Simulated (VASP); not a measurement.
## CuO: single point with PBE+U

The system is CuO.

```xyz
4
Lattice="2.3056 -1.7296 0.0728 2.3158 1.7435 0.0481 -0.7081 -0.0390 5.1291" Properties=species:S:1:pos:R:3 pbc="T T T"
Cu    1.1008    0.8093    0.3341
Cu    1.1067   -0.5643    2.4735
O     1.8111   -0.4788    1.4095
O     1.8512    0.1962    3.6580
```

```yaml
Program: VASP 6.6.1
Task: single point
Functional: PBE
Potentials_or_basis: VASP PAW PBE potentials, release 64 (Cu, O)
Cutoff: 520 eV
k_mesh: 10 × 10 × 5
Occupations: fermi-dirac, width 0.05 eV
Spin: no spin polarisation
Hubbard_terms: Cu d U = 3.0 eV
```

```yaml
Pressure: 86.5 GPa
Largest_force: 37.665 eV/Å
Band_gap_on_the_k_mesh: zero (band 17 reaches 5.86 eV, above the bottom of band 18 at 5.38 eV)
```

Forces in eV/Å, atoms in the order of the input:
```
Cu    0.018   1.181  -3.256
Cu  -23.788  -6.467  28.477
O    20.576   1.977 -30.871
O     3.194   3.308   5.650
```

Stress tensor (GPa, compression positive):
```
 77.97   8.55 -68.55
  8.55  25.14   1.47
-68.55   1.47 156.46
```

Levels at points of the mesh, in eV from the Fermi level:
```
           k point  band 15  band 16  band 17  band 18  band 19  band 20
(0.00, 0.00, 0.00)    -1.77    -0.35     0.23     0.28     1.57     6.51
(0.50, 0.00, 0.00)    -2.21    -1.76     0.01     0.61     4.38     5.96
(0.00, 0.50, 0.00)    -1.78    -1.23    -0.03     0.31     5.05     5.87
(0.50, 0.50, 0.00)    -1.93    -1.75    -1.25     0.96     4.09     6.88
```

Eigenvalues of the final occupation matrices:
| site | spin | trace | eigenvalues |
| --- | --- | --- | --- |
| site 1 d | 1 | 4.69 | 0.90 0.94 0.94 0.95 0.96 |
| site 1 d | 2 | 4.69 | 0.90 0.94 0.94 0.95 0.96 |
| site 2 d | 1 | 4.84 | 0.85 0.98 0.98 1.01 1.03 |
| site 2 d | 2 | 4.84 | 0.85 0.98 0.98 1.01 1.03 |

Run time: 8 min on 1 thread of AMD EPYC 7R43 64-Core Processor (Zen 3), with other jobs on the host, peak memory 0.29 GiB.

Caveat: U without spin polarisation on a metal has little footing; forces of over 1 eV/Å act on the atoms, so gaps and moduli don't describe the material at rest.
